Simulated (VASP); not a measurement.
# Li3HSe (Pm-3m) in VASP: a series of runs

Runs on Li3HSe. Level: PBEsol. Tasks: single point, relaxation of cell and atoms.

Everything below comes from runs of VASP 6.6.1. Logs are shortened: lines on timing, memory, paths and dates and some standing lists are left out, and cuts for length are marked.

## 1. The cell of the first run

It takes space group Pm-3m (No. 221, cubic). Conventional cell: a = 3.904 Å, b = 3.904 Å, c = 3.904 Å, α = 90.00°, β = 90.00°, γ = 90.00°. Within 2.6 Å of Li (site symmetry 4/mmm) lie 2 H at 1.95 Å. H (site symmetry m-3m) has 6 Li at 1.95 Å within 2.6 Å. Se (site symmetry m-3m) has 12 Li at 2.76 Å and 8 H at 3.38 Å within 3.6 Å.

## 2. Single point, PBEsol

The input, INCAR:

```
PREC = Accurate
ENCUT = 520
EDIFF = 1E-7
ISMEAR = 0
SIGMA = 0.02
LREAL = F
LASPH = T
NELM = 80
ALGO = Normal
ISIF = 2
LWAVE = F
LCHARG = F
GGA = PS
NBANDS = 16
```

The input, KPOINTS:

```
regular mesh
0
Gamma
  6 6 6
```

The input, POSCAR:

```
Li3HSe
1.0
    3.9035902486      0.0000000000      0.0000000000
    0.0000000000      3.9035902486      0.0000000000
    0.0000000000      0.0000000000      3.9035902486
Li H Se
3 1 1
Direct
    0.0000000000      0.5000000000      0.5000000000
    0.5000000000      0.0000000000      0.5000000000
    0.5000000000      0.5000000000      0.0000000000
    0.5000000000      0.5000000000      0.5000000000
    0.0000000000      0.0000000000      0.0000000000
```

Potentials or basis: VASP PAW PBE potentials, release 64 (Li_sv, H, Se).

The run is started by

```sh
> cat potpaw_PBE.64/Li_sv/POTCAR potpaw_PBE.64/H/POTCAR potpaw_PBE.64/Se/POTCAR > POTCAR
> mpirun -np 1 vasp_std > vasp.out
```

OUTCAR:

```text
PREC = Accurate
   ENCUT = 520
   EDIFF = 1E-7
   ISMEAR = 0
   LREAL = F
   LASPH = T
   NELM = 80
   ISIF = 2
   GGA = PS

 ion  position               nearest neighbor table
   1  0.000  0.500  0.500-
   2  0.500  0.000  0.500-
   3  0.500  0.500  0.000-
   4  0.500  0.500  0.500-
   5  0.000  0.000  0.000-

  LATTYP: Found a simple cubic cell.
 ALAT       =     3.9035902486

  Lattice vectors:

 A1 = (   3.9035902486,   0.0000000000,   0.0000000000)
 A2 = (   0.0000000000,   3.9035902486,   0.0000000000)
 A3 = (   0.0000000000,   0.0000000000,   3.9035902486)

Analysis of symmetry for initial positions (statically):
=====================================================================
 Subroutine PRICEL returns:
 Original cell was already a primitive cell.

 Routine SETGRP: Setting up the symmetry group for a
 simple cubic supercell.

 Subroutine GETGRP returns: Found 48 space group operations
 (whereof 48 operations were pure point group operations)
 out of a pool of 48 trial point group operations.

The static configuration has the point symmetry O_h .

Analysis of symmetry for dynamics (positions and initial velocities):
=====================================================================
 Subroutine PRICEL returns:
 Original cell was already a primitive cell.

 Routine SETGRP: Setting up the symmetry group for a
 simple cubic supercell.

 Subroutine GETGRP returns: Found 48 space group operations
 (whereof 48 operations were pure point group operations)
 out of a pool of 48 trial point group operations.

The dynamic configuration has the point symmetry O_h .

 Subroutine INISYM returns: Found 48 space group operations
 (whereof 48 operations are pure point group operations),
 and found     1 'primitive' translations

----------------------------------------------------------------------------------------

                                     Primitive cell

  volume of cell :      59.4830

  direct lattice vectors                    reciprocal lattice vectors
     3.903590249  0.000000000  0.000000000     0.256174428  0.000000000  0.000000000
     0.000000000  3.903590249  0.000000000     0.000000000  0.256174428  0.000000000
     0.000000000  0.000000000  3.903590249     0.000000000  0.000000000  0.256174428

  length of vectors
     3.903590249  3.903590249  3.903590249     0.256174428  0.256174428  0.256174428

  position of ions in fractional coordinates (direct lattice)
     0.000000000  0.500000000  0.500000000
     0.500000000  0.000000000  0.500000000
     0.500000000  0.500000000  0.000000000
     0.500000000  0.500000000  0.500000000
     0.000000000  0.000000000  0.000000000

  ion indices of the primitive-cell ions
   primitive index   ion index
                 1           1
                 2           2
                 3           3
                 4           4
                 5           5

----------------------------------------------------------------------------------------

 KPOINTS: regular mesh

Automatic generation of k-mesh.
 Grid dimensions read from file:
 generate k-points for:    6    6    6

 Generating k-lattice:

  Cartesian coordinates                     Fractional coordinates (reciprocal lattice)
     0.042695738  0.000000000  0.000000000     0.166666667  0.000000000  0.000000000
     0.000000000  0.042695738  0.000000000     0.000000000  0.166666667  0.000000000
     0.000000000  0.000000000  0.042695738     0.000000000  0.000000000  0.166666667

  Length of vectors
     0.042695738  0.042695738  0.042695738

  Shift w.r.t. Gamma in fractional coordinates (k-lattice)
     0.000000000  0.000000000  0.000000000

 Subroutine IBZKPT returns following result:
 ===========================================

 Found     20 irreducible k-points:

 Following reciprocal coordinates:
            Coordinates               Weight
  0.000000  0.000000  0.000000      1.000000
  0.166667  0.000000  0.000000      6.000000
  0.333333  0.000000  0.000000      6.000000
  0.500000  0.000000  0.000000      3.000000
  0.166667  0.166667  0.000000     12.000000
  0.333333  0.166667  0.000000     24.000000
[... 12 lines left out ...]
  0.500000  0.500000  0.333333      6.000000
  0.500000  0.500000  0.500000      1.000000
   k-points           NKPTS =     20   k-points in BZ     NKDIM =     20   number of bands    NBANDS=     16
   number of dos      NEDOS =    301   number of ions     NIONS =      5
   total plane-waves  NPLWV =  27000
   dimension x,y,z NGX =    30 NGY =   30 NGZ =   30
   dimension x,y,z NGXF=    60 NGYF=   60 NGZF=   60
   ions per type =               3   1   1
   NGX,Y,Z   is equivalent  to a cutoff of  12.78, 12.78, 12.78 a.u.
   NGXF,Y,Z  is equivalent  to a cutoff of  25.55, 25.55, 25.55 a.u.
 SYSTEM =  unknown system
   PREC   = accura    normal or accurate (medium, high low for compatibility)
   ISTART =      0    job   : 0-new  1-cont  2-samecut
   ICHARG =      2    charge: 1-file 2-atom 10-const
   ISPIN  =      1    spin polarized calculation?
   LNONCOLLINEAR =      F non collinear calculations
   LSORBIT =      F    spin-orbit coupling
   LASPH  =      T    aspherical Exc in radial PAW
   ENCUT  =  520.0 eV  38.22 Ry    6.18 a.u.   7.26  7.26  7.26*2*pi/ulx,y,z
   NELM   =     80;   NELMIN=  2; NELMDL= -5     # of ELM steps
   EDIFF  = 0.1E-06   stopping-criterion for ELM
   LREAL  =      F    real-space projection
   EDIFFG = 0.1E-05   stopping-criterion for IOM
   NSW    =      0    number of steps for IOM
   IBRION =     -1    ionic relax: 0-MD 1-quasi-New 2-CG
   NFREE  =      0    steps in history (QN), initial steepest desc. (CG)
   ISIF   =      2    stress and relaxation
   ISYM   =      2    0-nonsym 1-usesym 2-fastsym
   POTIM  = 0.5000    time-step for ionic-motion
   TEBEG  =    0.0;   TEEND  =   0.0 temperature during run
   PSTRESS=    0.0 pullay stress
   NELECT =      16.0000    total number of electrons
   NUPDOWN=      -1.0000    fix difference up-down
   EMIN   =  10.00;   EMAX   =-10.00  energy-range for DOS
   EFERMI =   0.00;   METHOD = LEGACY
   ISMEAR =     0;   SIGMA  =   0.02  broadening in eV -4-tet -1-fermi 0-gaus
   EFERMI_NEDOS =   21; number of points for ismear=-14 and -15
   IALGO  =     38    algorithm
   IMIX   =      4    mixing-type and parameters
     AMIX     =   0.40;   BMIX     =  1.00
     AMIX_MAG =   1.60;   BMIX_MAG =  1.00
  volume/ion in A,a.u.               =      11.90        80.28
  Fermi-wavevector in a.u.,A,eV,Ry     =   1.056778  1.997022 15.194723  1.116781
  Thomas-Fermi vector in A             =   2.192027
   LORBIT       =      0    0 simple, 1 ext, 2 COOP (PROOUT), +10 PAW based schemes
   GGA     = PS    functional components
   LHFCALC =     F    Hartree Fock is set to
   AEXX    =    0.0000 exact exchange contribution
   IVDW    =     0    specifies the selected vdW correction
   LEPSILON=     F    determine dielectric tensor
   LRPA    =     F    only Hartree local field effects (RPA)
 non-spin polarized calculation
 Gauss-broadening in eV      SIGMA  =   0.02
  energy-cutoff  :      520.00
  volume of cell :       59.48
 maximum number of plane-waves:      1628
 NGX is ok and might be reduce to    30
   NGX = 15   NGY = 15   NGZ = 15

 number of electron      15.9999976 magnetization

 Free energy of the ion-electron system (eV)
  ---------------------------------------------------
  ext. energy  EPLUGINS =         0.00000000
  ---------------------------------------------------
  free energy    TOTEN  =       -17.63025249 eV

  energy without entropy =      -17.63025249  energy(sigma->0) =      -17.63025249

 E-fermi :   2.4232     XC(G=0):  -9.1831

 val. band max:        2.2431740874   @ k =   0.5000   0.5000   0.0000
 cond. band min:       5.7183557274   @ k =   0.5000   0.0000   0.0000
 fundamental gap:      3.4751816400
 Fermi energy:         2.4231500663

 k-point     1 :       0.0000    0.0000    0.0000
  band No.  band energies     occupation
      1     -42.2232      2.00000
      2     -42.1604      2.00000
      3     -42.1604      2.00000
      4      -9.7295      2.00000
      5      -0.5354      2.00000
      6       0.9358      2.00000
[... 8 lines left out ...]
     15      13.3342      0.00000
     16      13.3342      0.00000

 k-point     2 :       0.1667    0.0000    0.0000
  band No.  band energies     occupation
      1     -42.2193      2.00000
      2     -42.1641      2.00000
      3     -42.1606      2.00000
      4      -9.6601      2.00000
      5      -1.1897      2.00000
      6       1.0914      2.00000
[... 8 lines left out ...]
     15      12.2173      0.00000
     16      12.2173      0.00000

 k-point     3 :       0.3333    0.0000    0.0000
  band No.  band energies     occupation
      1     -42.2096      2.00000
      2     -42.1734      2.00000
      3     -42.1603      2.00000
      4      -9.5110      2.00000
      5      -2.1188      2.00000
      6       1.4590      2.00000
[... 8 lines left out ...]
     15      12.3782      0.00000
     16      13.9613      0.00000

 k-point     4 :       0.5000    0.0000    0.0000
  band No.  band energies     occupation
      1     -42.2020      2.00000
      2     -42.1810      2.00000
      3     -42.1602      2.00000
      4      -9.4304      2.00000
      5      -2.5060      2.00000
      6       1.6749      2.00000
[... 8 lines left out ...]
     15      14.6146      0.00000
     16      14.8284      0.00000

 k-point     5 :       0.1667    0.1667    0.0000
  band No.  band energies     occupation
      1     -42.2156      2.00000
      2     -42.1656      2.00000
      3     -42.1624      2.00000
      4      -9.5897      2.00000
      5      -1.3804      2.00000
      6       0.3386      2.00000
[... 8 lines left out ...]
     15      10.9808      0.00000
     16      13.2431      0.00000

 k-point     6 :       0.3333    0.1667    0.0000
  band No.  band energies     occupation
      1     -42.2064      2.00000
      2     -42.1736      2.00000
      3     -42.1630      2.00000
      4      -9.4388      2.00000
      5      -2.0105      2.00000
      6       0.3414      2.00000
[... 8 lines left out ...]
     15      12.1572      0.00000
     16      14.1144      0.00000
[... 191 lines left out ...]
 k-point    17 :       0.3333    0.3333    0.3333
  band No.  band energies     occupation
      1     -42.1908      2.00000
      2     -42.1752      2.00000
      3     -42.1752      2.00000
      4      -9.0342      2.00000
      5      -1.5533      2.00000
      6      -0.3425      2.00000
[... 8 lines left out ...]
     15      13.8165      0.00000
     16      15.1289      0.00000

 k-point    18 :       0.5000    0.3333    0.3333
  band No.  band energies     occupation
      1     -42.1856      2.00000
      2     -42.1803      2.00000
      3     -42.1750      2.00000
      4      -8.9419      2.00000
      5      -1.5324      2.00000
      6      -0.4761      2.00000
[... 8 lines left out ...]
     15      14.5454      0.00000
     16      16.0160      0.00000

 k-point    19 :       0.5000    0.5000    0.3333
  band No.  band energies     occupation
      1     -42.1802      2.00000
      2     -42.1802      2.00000
      3     -42.1802      2.00000
      4      -8.8460      2.00000
      5      -1.2902      2.00000
      6      -0.7479      2.00000
[... 8 lines left out ...]
     15      14.3851      0.00000
     16      17.3037      0.00000

 k-point    20 :       0.5000    0.5000    0.5000
  band No.  band energies     occupation
      1     -42.1799      2.00000
      2     -42.1799      2.00000
      3     -42.1799      2.00000
      4      -8.7453      2.00000
      5      -1.2831      2.00000
      6      -0.6935      2.00000
[... 8 lines left out ...]
     15      15.7983      0.00000
     16      18.4720      0.00000

------------------------ aborting loop because EDIFF is reached ----------------------------------------

  FORCE on cell =-STRESS in cart. coord.  units (eV):
  Direction    XX          YY          ZZ          XY          YZ          ZX
  --------------------------------------------------------------------------------------
  -------------------------------------------------------------------------------------
  Total       -0.0151551     -0.0151551     -0.0151551      0.0000000      0.0000000     -0.0000000
  in kB       -0.4082040     -0.4082040     -0.4082040      0.0000000      0.0000000     -0.0000000
  external PRESSURE =      -0.4082040 kB  Pullay stress =       0.0000000 kB

 VOLUME and BASIS-vectors are now :
 -----------------------------------------------------------------------------
  energy-cutoff  :      520.00
  volume of cell :       59.48
      direct lattice vectors                 reciprocal lattice vectors
     3.903590249  0.000000000  0.000000000     0.256174428  0.000000000  0.000000000
     0.000000000  3.903590249  0.000000000     0.000000000  0.256174428  0.000000000
     0.000000000  0.000000000  3.903590249     0.000000000  0.000000000  0.256174428

 POSITION                                       TOTAL-FORCE (eV/Angst)
 -----------------------------------------------------------------------------------
      0.00000      1.95180      1.95180         0.000000      0.000000      0.000000
      1.95180      0.00000      1.95180         0.000000      0.000000      0.000000
      1.95180      1.95180      0.00000         0.000000      0.000000      0.000000
      1.95180      1.95180      1.95180         0.000000      0.000000      0.000000
      0.00000      0.00000      0.00000         0.000000      0.000000      0.000000
 -----------------------------------------------------------------------------------
    total drift:                                0.000000      0.000000     -0.000000

  FREE ENERGIE OF THE ION-ELECTRON SYSTEM (eV)
  ---------------------------------------------------
  free  energy   TOTEN  =       -17.6302524865 eV

  energy  without entropy=      -17.6302524865  energy(sigma->0) =      -17.63025249
```

Run time: 46 s. Hardware: 1 thread of Intel Xeon 8259CL, shared host; peak memory 0.17 GiB.

Results:

* Free energy: -17.6303 eV
* Band gap on the k mesh: 3.48 eV (least direct gap 4.03 eV)

Levels at points of the mesh, in eV from the valence-band top:
| k point | band 6 | band 7 | band 8 | band 9 | band 10 | band 11 |
| --- | --- | --- | --- | --- | --- | --- |
| (0.00, 0.00, 0.00) | -1.31 | -1.31 | -1.31 | 5.71 | 5.71 | 6.92 |
| (0.50, 0.00, 0.00) | -0.57 | -0.56 | -0.56 | 3.48 | 4.36 | 4.36 |
| (0.50, 0.50, 0.00) | -3.14 | -3.14 | 0.00 | 4.26 | 6.63 | 6.63 |
| (0.50, 0.50, 0.50) | -2.94 | -2.94 | -2.94 | 4.18 | 4.18 | 4.18 |

Caveat: the cutoff is under 1.25 times the usual one of these potentials, so pressure, stress and relaxed cells hold a basis-set (Pulay) error; the PAW data sets were made with another functional, which shifts forces and pressure a little. A k mesh can miss the band edges.

## 3. Relaxation of cell and atoms, PBEsol

This run uses another cell than the first one, of 12.27 Å³/atom.

The input, INCAR:

```
SYSTEM = Li3HSe
  PREC = Accurate
  ENCUT = 600
  EDIFF = 1E-6
  ISMEAR = 0
  SIGMA = 0.02
  LREAL = .FALSE.
  LASPH = .TRUE.
  NELM = 80
  ALGO = Normal
  ISIF = 3
  LWAVE = .FALSE.
  LCHARG = .FALSE.
  GGA = PS
  IBRION = 2
  NSW = 70
  EDIFFG = -0.005
```

The input, KPOINTS:

```
Automatic mesh
0
G
  6 6 6
  0 0 0
```

POSCAR: that of step 2 with these lines changed.

```diff
@@ -2,5 +2,5 @@
 1.0
-    3.9035902486      0.0000000000      0.0000000000
-    0.0000000000      3.9035902486      0.0000000000
-    0.0000000000      0.0000000000      3.9035902486
+    3.9443860828      0.0000000000      0.0000000000
+    0.0000000000      3.9443860828      0.0000000000
+    0.0000000000      0.0000000000      3.9443860828
 Li H Se
```

Potentials or basis: VASP PAW PBE potentials, release 64 (Li_sv, H, Se).

The run is started by

```sh
> cat potpaw_PBE.64/Li_sv/POTCAR potpaw_PBE.64/H/POTCAR potpaw_PBE.64/Se/POTCAR > POTCAR
> mpirun -np 1 vasp_std > vasp.out
```

OUTCAR:

```text
SYSTEM = Li3HSe
   PREC = Accurate
   ENCUT = 600
   EDIFF = 1E-6
   ISMEAR = 0
   LREAL = .FALSE.
   LASPH = .TRUE.
   NELM = 80
   ISIF = 3
   GGA = PS
   IBRION = 2
   NSW = 70
   EDIFFG = -0.005

 ion  position               nearest neighbor table
   1  0.000  0.500  0.500-
   2  0.500  0.000  0.500-
   3  0.500  0.500  0.000-
   4  0.500  0.500  0.500-
   5  0.000  0.000  0.000-

  LATTYP: Found a simple cubic cell.
 ALAT       =     3.9443860828

  Lattice vectors:

 A1 = (   3.9443860828,   0.0000000000,   0.0000000000)
 A2 = (   0.0000000000,   3.9443860828,   0.0000000000)
 A3 = (   0.0000000000,   0.0000000000,   3.9443860828)
[... 185 lines left out ...]
  -------------------------------------------------------------------------------------
  Total       -0.4945967     -0.4945967     -0.4945967      0.0000000     -0.0000000     -0.0000000
  in kB      -12.9128928    -12.9128928    -12.9128928      0.0000000     -0.0000000     -0.0000000
  external PRESSURE =     -12.9128928 kB  Pullay stress =       0.0000000 kB
[... 104 lines left out ...]
--------------------------------------- Ionic step        4  -------------------------------------------

 number of electron      15.9999987 magnetization

 Free energy of the ion-electron system (eV)
  ---------------------------------------------------
  ext. energy  EPLUGINS =         0.00000000
  ---------------------------------------------------
  free energy    TOTEN  =       -17.63429710 eV

  energy without entropy =      -17.63429710  energy(sigma->0) =      -17.63429710

 E-fermi :   2.3397     XC(G=0):  -9.1906

 val. band max:        2.2550124291   @ k =   0.5000   0.5000   0.0000
 cond. band min:       5.7357308515   @ k =   0.5000   0.0000   0.0000
 fundamental gap:      3.4807184224
 Fermi energy:         2.3396990225

 k-point     1 :       0.0000    0.0000    0.0000
  band No.  band energies     occupation
      1     -42.2052      2.00000
      2     -42.1420      2.00000
      3     -42.1420      2.00000
      4      -9.7245      2.00000
      5      -0.5255      2.00000
      6       0.9439      2.00000
      7       0.9439      2.00000
      8       0.9439      2.00000
      9       7.9606      0.00000
     10       7.9606      0.00000
     11       9.1825      0.00000
     12       9.1825      0.00000
[... 315 lines left out ...]
  FREE ENERGIE OF THE ION-ELECTRON SYSTEM (eV)
  ---------------------------------------------------
  free  energy   TOTEN  =       -17.6342970965 eV

  energy  without entropy=      -17.6342970965  energy(sigma->0) =      -17.63429710

 reached required accuracy - stopping structural energy minimisation
```

Run time: 79 s. Hardware: 1 thread of Intel Xeon 8259CL, shared host; peak memory 0.19 GiB.

Results:

- Free energy: -17.6343 eV
- Relaxed volume: 11.87 Å³/atom
- Relaxed cell: a = 3.901 Å, b = 3.901 Å, c = 3.901 Å, α = 90.00°, β = 90.00°, γ = 90.00°
- Space group after relaxing (to 0.1 Å): Pm-3m (No. 221)
- Energy gained by relaxing: 1.7 meV/atom
- Ionic steps: 4
- Pressure after relaxing: 0.0 GPa
- Band gap on the k mesh: 3.48 eV (least direct gap 4.04 eV)

Step by step:
```csv
step,energy change (eV),largest force (eV/Å),pressure (GPa),volume (Å³)
1,0.0000,0.0000,-1.29,61.37
2,-0.0056,0.0000,-0.75,60.49
3,-0.0083,0.0000,-0.07,59.48
4,-0.0083,0.0000,-0.02,59.37
```

Final structure:
```yaml
crystal:
  lattice:
    - [3.90120, 0.00000, 0.00000]
    - [0.00000, 3.90120, 0.00000]
    - [0.00000, 0.00000, 3.90120]
  atoms:
    - { symbol: Li, position: [0.00000, 0.50000, 0.50000] }
    - { symbol: Li, position: [0.50000, 0.00000, 0.50000] }
    - { symbol: Li, position: [0.50000, 0.50000, 0.00000] }
    - { symbol: H, position: [0.50000, 0.50000, 0.50000] }
    - { symbol: Se, position: [0.00000, 0.00000, 0.00000] }
```

Caveat: the cutoff is under 1.25 times the usual one of these potentials, so pressure, stress and relaxed cells hold a basis-set (Pulay) error; the PAW data sets were made with another functional, which shifts forces and pressure a little.
